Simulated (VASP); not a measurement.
Wanted: the native input for a VASP 6.6.1 run.

| Quantity | Value |
| --- | --- |
| Task | single point |
| Functional | r2SCAN |
| Potentials or basis | VASP PAW PBE potentials, release 64 (Pb_d, S) |
| Cutoff | 520 eV |
| k mesh | 8 × 8 × 8 |
| Occupations | gaussian, width 0.05 eV |
| Spin | no spin polarisation |
| Dipole correction | no |
| Further INCAR settings | ALGO = Normal; EDIFF = 1e-07; NBANDS = 17 |

Crystal: PbS.

```
Pb S
1.0
     0.00000    2.87605    3.00948
     2.87605    0.00000    3.00948
     2.87605    2.87605    0.00000
Pb S
1 1
Cartesian
  0.0000 0.0000 0.0000
  2.8761 2.8761 3.0095
```

This cell differs from its parent crystal: strain -0.030 along x and y, +0.015 along z.

The input as run:

POSCAR

```
PbS
1.0
    0.0000000000      2.8760500000      3.0094750000
    2.8760500000      0.0000000000      3.0094750000
    2.8760500000      2.8760500000      0.0000000000
Pb S
1 1
Direct
    0.0000000000      0.0000000000      0.0000000000
    0.5000000000      0.5000000000      0.5000000000
```

INCAR.step1

```
SYSTEM = PbS
PREC = Accurate
ENCUT = 520
ISMEAR = 0
SIGMA = 0.05
LREAL = .False.
LASPH = .True.
NELM = 80
NBANDS = 17
GGA = PE
ALGO = Normal
EDIFF = 1E-4
LWAVE = .True.
LCHARG = .False.
```

INCAR.step2

```
SYSTEM = PbS
PREC = Accurate
ENCUT = 520
EDIFF = 1E-7
ISMEAR = 0
SIGMA = 0.05
LREAL = .False.
LASPH = .True.
NELM = 80
ALGO = Normal
ISIF = 2
LWAVE = .False.
LCHARG = .False.
METAGGA = R2SCAN
LMIXTAU = .True.
NBANDS = 17
ISTART = 1
```

KPOINTS

```
regular mesh
0
Gamma
  8 8 8
  0 0 0
```

Potentials or basis: VASP PAW PBE potentials, release 64 (Pb_d, S).

Launch:

```sh
$ cat potpaw_PBE.64/Pb_d/POTCAR potpaw_PBE.64/S/POTCAR > POTCAR
$ cp INCAR.step1 INCAR
$ mpirun -np 1 vasp_std > vasp.out
$ cp INCAR.step2 INCAR
$ mpirun -np 1 vasp_std > vasp.out
```

Results of the run:

```yaml
Pressure: 4.9 GPa
Band_gap_on_the_k_mesh: 0.36 eV
```

Caveat: the cell differs from its parent crystal (strain -0.030 along x and y, +0.015 along z); the cell stands under pressure; the PAW data sets were made with another functional, which shifts forces and pressure a little; spin-orbit coupling is left out, which moves the levels of the heavy elements.

Wall time 68 s on 1 thread of Intel(R) Xeon(R) 6975P-C (Granite Rapids), with other jobs on the host, peak memory 0.21 GiB.
